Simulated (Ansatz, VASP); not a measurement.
# One calculation of MoS2, two programs

The input POSCAR:

```
MoS2
1.0
    1.5640716975      0.9030172156      6.0323514456
   -1.5640716975      0.9030172156      6.0323514456
    0.0000000000     -1.8060344312      6.0323514456
Mo S
1 2
Direct
    0.0000000000      0.0000000000      0.0000000000
    0.2500000000      0.2500000000      0.2500000000
    0.7500000000      0.7500000000      0.7500000000
```

INCAR.step1

```
SYSTEM = MoS2
ALGO = Normal
EDIFF = 1E-4
ENCUT = 520
GGA = PE
ISMEAR = -1
LASPH = .TRUE.
LCHARG = .FALSE.
LREAL = .FALSE.
LWAVE = .TRUE.
NBANDS = 20
NELM = 60
PREC = Accurate
SIGMA = 0.05
```

Contents of INCAR.step2:

```
SYSTEM = MoS2
ALGO = Normal
EDIFF = 1E-7
ENCUT = 520
ISIF = 2
ISMEAR = -1
ISTART = 1
LASPH = .TRUE.
LCHARG = .FALSE.
LMIXTAU = .TRUE.
LREAL = .FALSE.
LWAVE = .FALSE.
METAGGA = R2SCAN
NBANDS = 20
NELM = 60
PREC = Accurate
SIGMA = 0.05
```

KPOINTS

```
k-points
0
G
  10 10 10
  0 0 0
```

Contents of input.yaml:

```yaml
crystal:
  lattice:
    - [1.5640716975, 0.9030172156, 6.0323514456]
    - [-1.5640716975, 0.9030172156, 6.0323514456]
    - [0.0, -1.8060344312, 6.0323514456]
  atoms:
    - { symbol: Mo, position: [0.0, 0.0, 0.0] }
    - { symbol: S, position: [0.25, 0.25, 0.25] }
    - { symbol: S, position: [0.75, 0.75, 0.75] }
hamiltonian:
  xc: r2scan
  pseudopotentials: { kind: paw }
kpoints:
  mp_grid: { grid: [10, 10, 10] }
scf:
  occupations: { method: fermi_dirac, width: 0.05 }
output:
  forces: true
  stress: true
  eigenvalues: true
  write_density: true
  write_potential: true
  elf: true
  volumetric_format: npy
```

Alike in both runs: task single point; functional r2SCAN; k mesh 10 × 10 × 10; occupations fermi-dirac, width 0.05 eV; no spin polarisation.

|  | VASP | Ansatz |
| --- | --- | --- |
| version | VASP 6.6.1 | Ansatz 0.2.0 |
| potentials or method | VASP PAW PBE potentials, release 64 (Mo_sv, S) | Ansatz PAW |
| plane-wave cutoff (eV) | 520 | 500 |
| valence electrons in the cell | 26 | 26 |

```tsv
	VASP	Ansatz	Ansatz less VASP
gap on the k mesh at the Fermi level (eV)	none	none	-
pressure (GPa)	14.6	14.5	-0.05
traceless stress, the component that is largest in VASP (GPa)	1.93	1.95	+0.025
rms of the force components (eV/Å)	0.750	0.748	-0.0018
```

VASP's potentials were made for PBE, not for r2SCAN. Atom by atom the forces differ by 0.002 eV/Å (rms over components). A gap of «none» marks a metal or a gap that the smearing closes. With one functional, cell and mesh, what is left measures potentials, basis and numerics.
